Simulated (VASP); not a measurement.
Wanted: the native input for a VASP 6.6.1 run.

- Task: single point
- Functional: HSE06
- Potentials or basis: VASP PAW PBE potentials, release 64 (Be, Te)
- Cutoff: 520 eV
- k mesh: 6 × 6 × 6
- Occupations: gaussian, width 0.01 eV
- Spin: no spin polarisation
- Dipole correction: no
- Grid for exact exchange (PRECFOCK): Normal
- Further INCAR settings: ALGO = Normal; EDIFF = 1e-07; NBANDS = 11
- Screening parameter: 0.2079 1/Å

Crystal: BeTe.

```
CELL_PARAMETERS angstrom
0.00000 2.82862 2.82862
2.69370 0.00000 2.82862
2.69370 2.82862 0.00000
ATOMIC_POSITIONS crystal
Be 0.00000 0.00000 0.00000
Te 0.25000 0.25000 0.25000
```

This cell differs from its parent crystal: uniaxial x strain -4.8%.

The input as run:

POSCAR

```
BeTe
1.0
    0.0000000000      2.8286236287      2.8286236287
    2.6936982816      0.0000000000      2.8286236287
    2.6936982816      2.8286236287      0.0000000000
Be Te
1 1
Direct
    0.0000000000      0.0000000000      0.0000000000
    0.2500000000      0.2500000000      0.2500000000
```

INCAR.step1

```
ALGO = Normal
EDIFF = 1E-5
ENCUT = 520
GGA = PE
ISIF = 2
ISMEAR = 0
LASPH = True
LCHARG = False
LREAL = False
LWAVE = True
NBANDS = 11
NELM = 80
PREC = Accurate
SIGMA = 0.01
```

INCAR.step2

```
ALGO = Normal
EDIFF = 1E-7
ENCUT = 520
GGA = PE
HFSCREEN = 0.2079
ISIF = 2
ISMEAR = 0
ISTART = 1
LASPH = True
LCHARG = False
LHFCALC = True
LREAL = False
LWAVE = False
NBANDS = 11
NELM = 80
PREC = Accurate
PRECFOCK = Normal
SIGMA = 0.01
```

KPOINTS

```
k-points
0
Gamma
  6 6 6
```

Potentials or basis: VASP PAW PBE potentials, release 64 (Be, Te).

Command:

```sh
$ cat potpaw_PBE.64/Be/POTCAR potpaw_PBE.64/Te/POTCAR > POTCAR
$ cp INCAR.step1 INCAR
$ mpirun -np 1 vasp_std > vasp.out
$ cp INCAR.step2 INCAR
$ mpirun -np 1 vasp_std > vasp.out
```

It gave:

```
Pressure               : 2.1 GPa
Band gap on the k mesh : 2.15 eV, indirect (least direct gap 4.21 eV)
```

Caveat: the cell differs from its parent crystal (uniaxial x strain -4.8%); the PAW data sets were made with another functional, which shifts forces and pressure a little; spin-orbit coupling is left out, which moves the levels of the heavy elements.

It took 16 min on 1 thread of Intel(R) Xeon(R) 6975P-C (Granite Rapids) (shared host), peak memory 0.29 GiB.
